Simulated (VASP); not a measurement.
## Fe: single point with BLYP

Fe:

```
Fe
1.0
     2.51725    0.00000    0.00000
    -1.25863    2.18001    0.00000
     0.00000    0.00000    8.09293
Fe
4
Cartesian
  0.0000 0.0000 0.0000
  0.0000 0.0000 4.0465
  0.0000 1.4533 2.0232
  1.2586 0.7267 6.0697
```

This isn't the form of Fe at room conditions, which is bcc.

* Program: VASP 6.6.1
* Task: single point
* Functional: BLYP
* Potentials or basis: VASP PAW PBE potentials, release 64 (Fe)
* Cutoff: 520 eV
* k mesh: 16 × 16 × 5
* Occupations: fermi-dirac, width 0.1 eV
* Spin: no spin polarisation
* Dipole correction: no
* Further INCAR settings: ALGO = Normal; EDIFF = 1e-06; NBANDS = 24

- Pressure: -8.9 GPa
- Band gap on the k mesh: zero (bands 16 and 17 overlap by 1.59 eV)

Stress tensor (GPa, compression positive):
```
-8.78  0.00  0.00
 0.00 -8.78  0.00
 0.00  0.00 -9.09
```

Levels at points of the mesh, in eV from the Fermi level:
| k point | band 13 | band 14 | band 15 | band 16 | band 17 | band 18 | band 19 | band 20 |
| --- | --- | --- | --- | --- | --- | --- | --- | --- |
| (0.00, 0.00, 0.00) | -1.24 | -1.18 | -1.18 | -0.43 | -0.43 | -0.03 | -0.03 | 0.29 |
| (0.50, 0.00, 0.00) | -0.49 | 0.79 | 0.80 | 0.87 | 0.88 | 0.97 | 1.01 | 1.03 |

Wall time 2.3 min on 1 thread of Intel Xeon 8259CL, with other jobs on the host, peak memory 0.21 GiB.

Caveat: the cell stands under tension; the PAW data sets were made with another functional, which shifts forces and pressure a little; the run has no spin polarisation, though such a crystal can be magnetic. Spin polarisation is off, so any magnetic state and its effect on volume and gap are missing.
